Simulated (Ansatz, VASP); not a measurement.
# Two plane-wave programs on WS2

```xyz
6
Lattice="3.1800 0.0000 0.0000 -1.5900 2.7540 0.0000 0.0000 0.0000 12.5000" Properties=species:S:1:pos:R:3 pbc="T T T"
W     0.0000    1.8360    3.1250
W     1.5900    0.9180    9.3750
S    -0.1125    1.6411    7.7500
S     1.5900    0.9180    1.5000
S     0.0000    1.8360   11.0000
S     1.5900    0.9180    4.7500
```

Alike in both runs: task single point; functional PBEsol; k mesh 12 × 12 × 4; occupations gaussian, width 0.05 eV; no spin polarisation.

|  | VASP | Ansatz |
| --- | --- | --- |
| version | VASP 6.6.1 | Ansatz 0.2.0 |
| potentials or method | VASP PAW PBE potentials, release 64 (W_sv, S), cutoff 520 eV | scalar-relativistic, plane waves, PAW |
| valence electrons in the cell | 52 | 52 |

|  | VASP | Ansatz | Ansatz less VASP |
| --- | --- | --- | --- |
| gap on the k mesh at the Fermi level (eV) | 0.92 | 0.91 | -0.015 |
| least direct gap on the mesh (eV) | 1.69 | 1.68 | -0.011 |
| pressure (GPa) | -7.8 | -7.9 | -0.09 |
| traceless stress, the component that is largest in VASP (GPa) | -3.35 | -3.34 | +0.011 |
| rms of the force components (eV/Å) | 0.868 | 0.872 | +0.0041 |

VASP's potentials were made for PBE, not for PBEsol. Atom by atom the forces differ by 0.008 eV/Å (rms over components).

Neither program's run includes spin-orbit coupling.
